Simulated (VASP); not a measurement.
# Sn in VASP: a series of runs

Runs on Sn. Level: LDA. Tasks: density of states, electric field gradients.

Everything below comes from runs of VASP 6.6.1. Logs are shortened: lines on timing, memory, paths and dates and some standing lists are left out, and cuts for length are marked.

**1. The cell of the first run**

Symmetry: Fd-3m, No. 227, cubic system. The conventional cell has a = 6.491 Å, b = 6.491 Å, c = 6.491 Å, α = 90.00°, β = 90.00°, γ = 90.00°. Within 3.7 Å of Sn (site symmetry -43m) lie 4 Sn at 2.81 Å.

**2. Density of states, LDA**

POSCAR

```
Sn
1.0
    0.0000000000      3.2456000000      3.2456000000
    3.2456000000      0.0000000000      3.2456000000
    3.2456000000      3.2456000000      0.0000000000
Sn
2
Direct
    0.5000000000      0.5000000000      0.5000000000
    0.7500000000      0.7500000000      0.7500000000
```

INCAR.step1

```
SYSTEM = Sn
PREC = Accurate ; ENCUT = 520
EDIFF = 1E-7 ; ISMEAR = -1
SIGMA = 0.03 ; LREAL = .FALSE.
LASPH = .TRUE. ; NELM = 100
ALGO = Normal ; ISIF = 2
LWAVE = .FALSE. ; LCHARG = .TRUE.
NBANDS = 21
```

KPOINTS.step1

```
Automatic mesh
0
G
  9 9 9
  0 0 0
```

INCAR.step2

```
SYSTEM = Sn
PREC = Accurate ; ENCUT = 520
EDIFF = 1E-7 ; ISMEAR = -5
SIGMA = 0.03 ; LREAL = .FALSE.
LASPH = .TRUE. ; NELM = 100
ALGO = Normal ; ISIF = 2
LWAVE = .FALSE. ; LCHARG = .FALSE.
LORBIT = 11 ; NEDOS = 2001
ICHARG = 11
```

KPOINTS.step2

```
Automatic mesh
0
G
  14 14 14
  0 0 0
```

Potentials or basis: VASP PAW LDA potentials, release 64 (Sn_d).

Command:

```sh
$ cat potpaw_LDA.64/Sn_d/POTCAR > POTCAR
$ cp INCAR.step1 INCAR
$ cp KPOINTS.step1 KPOINTS
$ mpirun -np 1 vasp_std > vasp.out
$ cp INCAR.step2 INCAR
$ cp KPOINTS.step2 KPOINTS
$ mpirun -np 1 vasp_std > vasp.out
```

OUTCAR:

```text
SYSTEM = Sn
   PREC = Accurate
   ENCUT = 520
   EDIFF = 1E-7
   ISMEAR = -5
   LREAL = .FALSE.
   LASPH = .TRUE.
   NELM = 100
   ISIF = 2
   LORBIT = 11
   ICHARG = 11

 ion  position               nearest neighbor table
   1  0.500  0.500  0.500-   2 2.81   2 2.81   2 2.81   2 2.81
   2  0.750  0.750  0.750-   1 2.81   1 2.81   1 2.81   1 2.81

  LATTYP: Found a face centered cubic cell.
 ALAT       =     6.4912000000

  Lattice vectors:

 A1 = (   0.0000000000,   3.2456000000,   3.2456000000)
 A2 = (   3.2456000000,   0.0000000000,   3.2456000000)
 A3 = (   3.2456000000,   3.2456000000,   0.0000000000)

Analysis of symmetry for initial positions (statically):
=====================================================================
 Subroutine PRICEL returns:
 Original cell was already a primitive cell.

 Routine SETGRP: Setting up the symmetry group for a
 face centered cubic supercell.

 Subroutine GETGRP returns: Found 48 space group operations
 (whereof 24 operations were pure point group operations)
 out of a pool of 48 trial point group operations.

The static configuration has the point symmetry T_d .
 The point group associated with its full space group is O_h .

Analysis of symmetry for dynamics (positions and initial velocities):
=====================================================================
 Subroutine PRICEL returns:
 Original cell was already a primitive cell.

 Routine SETGRP: Setting up the symmetry group for a
 face centered cubic supercell.

 Subroutine GETGRP returns: Found 48 space group operations
 (whereof 24 operations were pure point group operations)
 out of a pool of 48 trial point group operations.

The dynamic configuration has the point symmetry T_d .
 The point group associated with its full space group is O_h .

 Subroutine INISYM returns: Found 48 space group operations
 (whereof 24 operations are pure point group operations),
 and found     1 'primitive' translations

----------------------------------------------------------------------------------------

                                     Primitive cell

  volume of cell :      68.3778

  direct lattice vectors                    reciprocal lattice vectors
     0.000000000  3.245600000  3.245600000    -0.154054720  0.154054720  0.154054720
     3.245600000  0.000000000  3.245600000     0.154054720 -0.154054720  0.154054720
     3.245600000  3.245600000  0.000000000     0.154054720  0.154054720 -0.154054720

  length of vectors
     4.589971538  4.589971538  4.589971538     0.266830603  0.266830603  0.266830603

  position of ions in fractional coordinates (direct lattice)
     0.500000000  0.500000000  0.500000000
     0.750000000  0.750000000  0.750000000

  ion indices of the primitive-cell ions
   primitive index   ion index
                 1           1
                 2           2

----------------------------------------------------------------------------------------

 KPOINTS: Automatic mesh

Automatic generation of k-mesh.
 Grid dimensions read from file:
 generate k-points for:   14   14   14

 Generating k-lattice:

  Cartesian coordinates                     Fractional coordinates (reciprocal lattice)
    -0.011003909  0.011003909  0.011003909     0.071428571  0.000000000  0.000000000
     0.011003909 -0.011003909  0.011003909     0.000000000  0.071428571  0.000000000
     0.011003909  0.011003909 -0.011003909     0.000000000  0.000000000  0.071428571

  Length of vectors
     0.019059329  0.019059329  0.019059329

  Shift w.r.t. Gamma in fractional coordinates (k-lattice)
     0.000000000  0.000000000  0.000000000

 TETIRR: Found    389 inequivalent tetrahedra from    16464

 Subroutine IBZKPT returns following result:
 ===========================================

 Found    104 irreducible k-points:

 Following reciprocal coordinates:
            Coordinates               Weight
  0.000000  0.000000  0.000000      1.000000
  0.071429  0.000000  0.000000      8.000000
  0.142857  0.000000  0.000000      8.000000
  0.214286  0.000000  0.000000      8.000000
  0.285714  0.000000  0.000000      8.000000
  0.357143  0.000000  0.000000      8.000000
[... 16 lines left out ...]
  0.214286  0.142857  0.000000     24.000000
  0.285714  0.142857  0.000000     24.000000
 [... further k-points ...]
   k-points           NKPTS =    104   k-points in BZ     NKDIM =    104   number of bands    NBANDS=     18
   number of dos      NEDOS =   2001   number of ions     NIONS =      2
   total plane-waves  NPLWV =  46656
   dimension x,y,z NGX =    36 NGY =   36 NGZ =   36
   dimension x,y,z NGXF=    72 NGYF=   72 NGZF=   72
   ions per type =               2
   NGX,Y,Z   is equivalent  to a cutoff of  13.04, 13.04, 13.04 a.u.
   NGXF,Y,Z  is equivalent  to a cutoff of  26.08, 26.08, 26.08 a.u.
 SYSTEM =  Sn
   PREC   = accura    normal or accurate (medium, high low for compatibility)
   ISTART =      0    job   : 0-new  1-cont  2-samecut
   ICHARG =     11    charge: 1-file 2-atom 10-const
   ISPIN  =      1    spin polarized calculation?
   LNONCOLLINEAR =      F non collinear calculations
   LSORBIT =      F    spin-orbit coupling
   LASPH  =      T    aspherical Exc in radial PAW
   ENCUT  =  520.0 eV  38.22 Ry    6.18 a.u.   8.53  8.53  8.53*2*pi/ulx,y,z
   NELM   =    100;   NELMIN=  2; NELMDL=  0     # of ELM steps
   EDIFF  = 0.1E-06   stopping-criterion for ELM
   LREAL  =      F    real-space projection
   EDIFFG = 0.1E-05   stopping-criterion for IOM
   NSW    =      0    number of steps for IOM
   IBRION =     -1    ionic relax: 0-MD 1-quasi-New 2-CG
   NFREE  =      0    steps in history (QN), initial steepest desc. (CG)
   ISIF   =      2    stress and relaxation
   ISYM   =      2    0-nonsym 1-usesym 2-fastsym
   POTIM  = 0.5000    time-step for ionic-motion
   TEBEG  =    0.0;   TEEND  =   0.0 temperature during run
   PSTRESS=    0.0 pullay stress
   NELECT =      28.0000    total number of electrons
   NUPDOWN=      -1.0000    fix difference up-down
   EMIN   =  10.00;   EMAX   =-10.00  energy-range for DOS
   EFERMI =   0.00;   METHOD = LEGACY
   ISMEAR =    -5;   SIGMA  =   0.03  broadening in eV -4-tet -1-fermi 0-gaus
   EFERMI_NEDOS =   21; number of points for ismear=-14 and -15
   IALGO  =     38    algorithm
   IMIX   =      4    mixing-type and parameters
     AMIX     =   0.40;   BMIX     =  1.00
     AMIX_MAG =   1.60;   BMIX_MAG =  1.00
  volume/ion in A,a.u.               =      34.19       230.72
  Fermi-wavevector in a.u.,A,eV,Ry     =   1.215689  2.297319 20.108049  1.477900
  Thomas-Fermi vector in A             =   2.351068
   LORBIT       =     11    0 simple, 1 ext, 2 COOP (PROOUT), +10 PAW based schemes
   GGA     = CA    functional components
   LHFCALC =     F    Hartree Fock is set to
   AEXX    =    0.0000 exact exchange contribution
   IVDW    =     0    specifies the selected vdW correction
   LEPSILON=     F    determine dielectric tensor
   LRPA    =     F    only Hartree local field effects (RPA)
 non-spin polarized calculation
 Fermi weights with tetrahedron method with Bloechl corrections
  energy-cutoff  :      520.00
  volume of cell :       68.38
 maximum number of plane-waves:      1868
 NGX is ok and might be reduce to    36

 number of electron      28.0000001 magnetization

 Free energy of the ion-electron system (eV)
  ---------------------------------------------------
  ext. energy  EPLUGINS =         0.00000000
  ---------------------------------------------------
  free energy    TOTEN  =        -8.94380889 eV

  energy without entropy =       -8.94380889  energy(sigma->0) =       -8.94380889

 E-fermi :   5.3695     XC(G=0):  -9.1905

 val. band max:        5.3372786944   @ k =   0.0714   0.0000   0.0000
 cond. band min:       5.2572355469   @ k =   0.5000   0.0000   0.0000
 fundamental gap:     -0.0800431475
 Fermi energy:         5.3695298732

 k-point     1 :       0.0000    0.0000    0.0000
  band No.  band energies     occupation
      1     -16.2528      2.00000
      2     -16.2528      2.00000
      3     -16.2528      2.00000
      4     -16.1903      2.00000
      5     -16.1903      2.00000
      6     -15.8799      2.00000
[... 10 lines left out ...]
     17       7.5077      0.00000
     18       7.5077      0.00000

 k-point     2 :       0.0714    0.0000    0.0000
  band No.  band energies     occupation
      1     -16.2570      2.00000
      2     -16.2570      2.00000
      3     -16.2515      2.00000
      4     -16.1846      2.00000
      5     -16.1846      2.00000
      6     -15.8905      2.00000
[... 10 lines left out ...]
     17       7.6438      0.00000
     18       7.7078      0.00000

 k-point     3 :       0.1429    0.0000    0.0000
  band No.  band energies     occupation
      1     -16.2659      2.00000
      2     -16.2659      2.00000
      3     -16.2479      2.00000
      4     -16.1716      2.00000
      5     -16.1716      2.00000
      6     -15.9047      2.00000
[... 10 lines left out ...]
     17       7.9566      0.00000
     18       8.3590      0.00000

 k-point     4 :       0.2143    0.0000    0.0000
  band No.  band energies     occupation
      1     -16.2747      2.00000
      2     -16.2747      2.00000
      3     -16.2426      2.00000
      4     -16.1572      2.00000
      5     -16.1572      2.00000
      6     -15.9176      2.00000
[... 375 lines left out ...]
      4     -16.1741      2.00000
      5     -16.1511      2.00000
      6     -15.9429      2.00000
[... 10 lines left out ...]
     17       8.6963      0.00000
     18       8.6963      0.00000

 k-point    23 :       0.2143    0.1429    0.0000
  band No.  band energies     occupation
      1     -16.2754      2.00000
      2     -16.2703      2.00000
      3     -16.2536      2.00000
      4     -16.1634      2.00000
      5     -16.1341      2.00000
      6     -15.9621      2.00000
[... 10 lines left out ...]
     17       9.1238      0.00000
     18       9.1906      0.00000

 k-point    24 :       0.2857    0.1429    0.0000
  band No.  band energies     occupation
      1     -16.2875      2.00000
      2     -16.2776      2.00000
      3     -16.2417      2.00000
      4     -16.1502      2.00000
      5     -16.1185      2.00000
      6     -15.9770      2.00000
[... 10 lines left out ...]
     17       9.4179      0.00000
     18       9.4645      0.00000

 [... further k-points ...]

------------------------ aborting loop because EDIFF is reached ----------------------------------------

  FORCE on cell =-STRESS in cart. coord.  units (eV):
  Direction    XX          YY          ZZ          XY          YZ          ZX
  --------------------------------------------------------------------------------------
  -------------------------------------------------------------------------------------
  Total       -0.1813008     -0.1813008     -0.1813008      0.0000000      0.0000000     -0.0000000
  in kB       -4.2481067     -4.2481067     -4.2481067      0.0000000      0.0000000     -0.0000000
  external PRESSURE =      -4.2481067 kB  Pullay stress =       0.0000000 kB

 VOLUME and BASIS-vectors are now :
 -----------------------------------------------------------------------------
  energy-cutoff  :      520.00
  volume of cell :       68.38
      direct lattice vectors                 reciprocal lattice vectors
     0.000000000  3.245600000  3.245600000    -0.154054720  0.154054720  0.154054720
     3.245600000  0.000000000  3.245600000     0.154054720 -0.154054720  0.154054720
     3.245600000  3.245600000  0.000000000     0.154054720  0.154054720 -0.154054720

 POSITION                                       TOTAL-FORCE (eV/Angst)
 -----------------------------------------------------------------------------------
      3.24560      3.24560      3.24560        -0.000000     -0.000000     -0.000000
      4.86840      4.86840      4.86840         0.000000      0.000000      0.000000
 -----------------------------------------------------------------------------------
    total drift:                                0.000000      0.000000      0.000000

  FREE ENERGIE OF THE ION-ELECTRON SYSTEM (eV)
  ---------------------------------------------------
  free  energy   TOTEN  =        -8.9438088906 eV

  energy  without entropy=       -8.9438088906  energy(sigma->0) =       -8.94380889

 total charge

# of ion       s       p       d       tot
------------------------------------------
    1        1.176   1.218   9.967  12.362
    2        1.176   1.218   9.967  12.362
--------------------------------------------------
tot          2.353   2.436  19.935  24.723
```

It took 74 s on 1 thread of Intel Xeon Platinum 8375C at 2.90GHz (Ice Lake), shared host; peak memory 0.23 GiB.

What came out:

```
Valence electrons inside the program's atomic spheres : Sn 12.36
```

Caveat: spin-orbit coupling is left out, which moves the levels of the heavy elements; tetrahedron occupations give inexact forces and stress in metals.

(Part 1 of 2 ends here.)
